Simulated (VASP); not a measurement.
Set up this calculation in VASP 6.6.1, as the native input.

- Task: single point
- Functional: r2SCAN
- Potentials or basis: VASP PAW PBE potentials, release 64 (Li_sv, S)
- Cutoff: 830 eV
- k mesh: 6 × 6 × 6
- Occupations: gaussian, width 0.01 eV
- Spin: no spin polarisation
- Dipole correction: no
- Further INCAR settings: ALGO = Normal; EDIFF = 1e-06; NBANDS = 13

Crystal: Li2S.

```
Li S
1.0
     0.00000    2.84529    2.84529
     2.84529    0.00000    2.84529
     2.84529    2.84529    0.00000
Li S
2 1
Direct
  0.25000 0.25000 0.25000
  0.75000 0.75000 0.75000
  0.00000 0.00000 0.00000
```

One way to write it, as run:

POSCAR

```
Li2S
1.0
    0.0000000000      2.8452944183      2.8452944183
    2.8452944183      0.0000000000      2.8452944183
    2.8452944183      2.8452944183      0.0000000000
Li S
2 1
Direct
    0.2500000000      0.2500000000      0.2500000000
    0.7500000000      0.7500000000      0.7500000000
    0.0000000000      0.0000000000      0.0000000000
```

INCAR.step1

```
PREC     = Accurate       # precision mode
ENCUT    = 830            # plane-wave cutoff, eV
ISMEAR   = 0              # smearing method
SIGMA    = 0.01           # smearing width, eV
LREAL    = False          # projectors in reciprocal space
LASPH    = True           # aspherical terms in the spheres
NELM     = 120            # most SCF steps
NBANDS   = 13             # bands
GGA      = PE             # functional
ALGO     = Normal         # electronic algorithm
EDIFF    = 1E-5           # SCF threshold, eV
LWAVE    = True           # write WAVECAR
LCHARG   = False          # write CHGCAR
GGA_COMPAT= False
```

INCAR.step2

```
PREC     = Accurate       # precision mode
ENCUT    = 830            # plane-wave cutoff, eV
EDIFF    = 1E-6           # SCF threshold, eV
ISMEAR   = 0              # smearing method
SIGMA    = 0.01           # smearing width, eV
LREAL    = False          # projectors in reciprocal space
LASPH    = True           # aspherical terms in the spheres
NELM     = 120            # most SCF steps
ALGO     = Normal         # electronic algorithm
ISIF     = 2              # what is computed and relaxed
LWAVE    = False          # write WAVECAR
LCHARG   = False          # write CHGCAR
METAGGA  = R2SCAN         # meta-GGA
LMIXTAU  = True         
NBANDS   = 13             # bands
ISTART   = 1            
GGA_COMPAT= False
```

KPOINTS

```
regular mesh
0
Gamma
  6 6 6
```

Potentials or basis: VASP PAW PBE potentials, release 64 (Li_sv, S).

Command:

```sh
$ cat potpaw_PBE.64/Li_sv/POTCAR potpaw_PBE.64/S/POTCAR > POTCAR
$ cp INCAR.step1 INCAR
$ mpirun -np 1 vasp_std > vasp.out
$ cp INCAR.step2 INCAR
$ mpirun -np 1 vasp_std > vasp.out
```

Results of the run:

```json
{
  "Pressure": "-0.2 GPa",
  "Band gap on the k mesh": "3.86 eV (least direct gap 5.05 eV)"
}
```

Caveat: the PAW data sets were made with another functional, which shifts forces and pressure a little.

Wall time 3.3 min on 1 thread of AMD EPYC 7R13, on a shared host, peak memory 0.23 GiB.
